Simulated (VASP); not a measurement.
Mo3P3H: single point with PBEsol

Mo3P3H, a slab with vacuum:

```
Mo P H
1.0
     3.17414    0.00000    0.00000
     0.00000    3.20623    0.00000
     0.00000    0.00000   25.47892
Mo P H
3 3 1
Direct
  0.00000 0.50000 0.33361
  0.00000 0.00000 0.44259
  0.00000 0.50000 0.55013
  0.50000 0.00000 0.36994
  0.50000 0.50000 0.47929
  0.50000 0.00000 0.59073
  0.50000 0.00000 0.69407
```

```json
{
 "Program": "VASP 6.6.1",
 "Task": "single point",
 "Functional": "PBEsol",
 "Potentials or basis": "VASP PAW PBE potentials, release 64 (Mo_sv, P, H)",
 "Cutoff": "400 eV",
 "k mesh": "9 × 9 × 1",
 "Occupations": "gaussian, width 0.1 eV",
 "Spin": "no spin polarisation"
}
```

```
Largest force          : 1.973 eV/Å
Band gap on the k mesh : zero (bands 29 and 30 overlap by 0.99 eV)
```

Forces in eV/Å, atoms in the order of the input:
```
Mo   0.000  0.000  1.973
Mo   0.000  0.000 -0.279
Mo   0.000  0.000  0.306
P    0.000  0.000 -1.729
P    0.000  0.000 -0.195
P    0.000  0.000  1.283
H    0.000  0.000 -1.359
```

Levels at points of the mesh, in eV from the Fermi level:
| k point | band 28 | band 29 | band 30 | band 31 | band 32 | band 33 |
| --- | --- | --- | --- | --- | --- | --- |
| (0.00, 0.00, 0.00) | -0.50 | -0.29 | -0.19 | 0.35 | 0.59 | 1.52 |

It took 8.4 min on 1 thread of AMD EPYC 7R43 64-Core Processor (Zen 3), with other jobs on the host, peak memory 0.33 GiB.

Caveat: the PAW data sets were made with another functional, which shifts forces and pressure a little.
